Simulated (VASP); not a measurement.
A run of VASP 6.6.1 is set up as follows.

INCAR

```
SYSTEM = Sr2BeTe3
  PREC = Accurate
  ENCUT = 600
  EDIFF = 1E-6
  ISMEAR = 0
  SIGMA = 0.02
  LREAL = .False.
  LASPH = .True.
  NELM = 60
  ALGO = Normal
  ISIF = 3
  LWAVE = .False.
  LCHARG = .False.
  GGA = PE
  IBRION = 2
  NSW = 100
  EDIFFG = -0.01
```

KPOINTS

```
Automatic mesh
0
Gamma
  6 6 2
  0 0 0
```

File POSCAR:

```
Sr2BeTe3
1.0
    4.7122290964      0.0000000000      0.0000000000
   -2.3561145482      4.0809101060      0.0000000000
    0.0000000000      0.0000000000     12.6913700830
Sr Be Te
2 1 3
Direct
    0.3333333333      0.6666666667      0.4881287528
    0.6666666667      0.3333333333      0.8648062760
    0.0000000000      0.0000000000      0.1769588319
    0.0000000000      0.0000000000      0.9870776272
    0.3333333333      0.6666666667      0.2319813451
    0.6666666667      0.3333333333      0.6124554969
```

Potentials or basis: VASP PAW PBE potentials, release 64 (Sr_sv, Be, Te).

Command:

```sh
$ cat potpaw_PBE.64/Sr_sv/POTCAR potpaw_PBE.64/Be/POTCAR potpaw_PBE.64/Te/POTCAR > POTCAR
$ mpirun -np 1 vasp_std > vasp.out
```

Question: What does it give for the space group after relaxing (to 0.1 Å)?

Answer: P3m1 (No. 156).

Question: Predict the relaxed cell.

Answer: a = 4.683 Å, b = 4.683 Å, c = 12.759 Å, α = 90.00°, β = 90.00°, γ = 120.00°.

Final structure:
```
CELL_PARAMETERS angstrom
4.68251 0.00000 0.00000
-2.34126 4.05517 0.00000
0.00000 0.00000 12.75948
ATOMIC_POSITIONS crystal
Sr 0.33333 0.66667 0.48781
Sr 0.66667 0.33333 0.86377
Be 0.00000 0.00000 0.17706
Te 0.00000 0.00000 0.98759
Te 0.33333 0.66667 0.23194
Te 0.66667 0.33333 0.61323
```
